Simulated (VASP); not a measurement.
Here is a VASP 6.6.1 calculation.

The input POSCAR:

```
CdTe
1.0
    0.0000000000      3.2776284355      3.2776284355
    3.2776284355      0.0000000000      3.2776284355
    3.2776284355      3.2776284355      0.0000000000
Cd Te
1 1
Direct
    0.0000000000      0.0000000000      0.0000000000
    0.2500000000      0.2500000000      0.2500000000
```

The input INCAR.step1:

```
PREC     = Accurate       # precision mode
ENCUT    = 520            # plane-wave cutoff, eV
ISMEAR   = -1             # smearing method
SIGMA    = 0.02           # smearing width, eV
LREAL    = F              # projectors in reciprocal space
LASPH    = T              # aspherical terms in the spheres
NELM     = 80             # most SCF steps
NBANDS   = 16             # bands
GGA      = PE             # functional
ALGO     = Normal         # electronic algorithm
EDIFF    = 1E-4           # SCF threshold, eV
LWAVE    = T              # write WAVECAR
LCHARG   = F              # write CHGCAR
```

Contents of INCAR.step2:

```
PREC     = Accurate       # precision mode
ENCUT    = 520            # plane-wave cutoff, eV
EDIFF    = 1E-7           # SCF threshold, eV
ISMEAR   = -1             # smearing method
SIGMA    = 0.02           # smearing width, eV
LREAL    = F              # projectors in reciprocal space
LASPH    = T              # aspherical terms in the spheres
NELM     = 80             # most SCF steps
ALGO     = Normal         # electronic algorithm
ISIF     = 2              # what is computed and relaxed
LWAVE    = F              # write WAVECAR
LCHARG   = F              # write CHGCAR
METAGGA  = R2SCAN         # meta-GGA
LMIXTAU  = T            
NBANDS   = 16             # bands
ISTART   = 1
```

KPOINTS

```
Automatic mesh
0
Gamma
  9 9 9
```

Potentials or basis: VASP PAW PBE potentials, release 64 (Cd, Te).

The run is started by

```console
$ cat potpaw_PBE.64/Cd/POTCAR potpaw_PBE.64/Te/POTCAR > POTCAR
$ cp INCAR.step1 INCAR
$ mpirun -np 1 vasp_std > vasp.out
$ cp INCAR.step2 INCAR
$ mpirun -np 1 vasp_std > vasp.out
```

Q: Estimate the band gap on the k mesh.

A: 1.16 eV.

Q: Estimate the pressure.

A: 0.1 GPa.

Caveat: the PAW data sets were made with another functional, which shifts forces and pressure a little; spin-orbit coupling is left out, which moves the levels of the heavy elements.
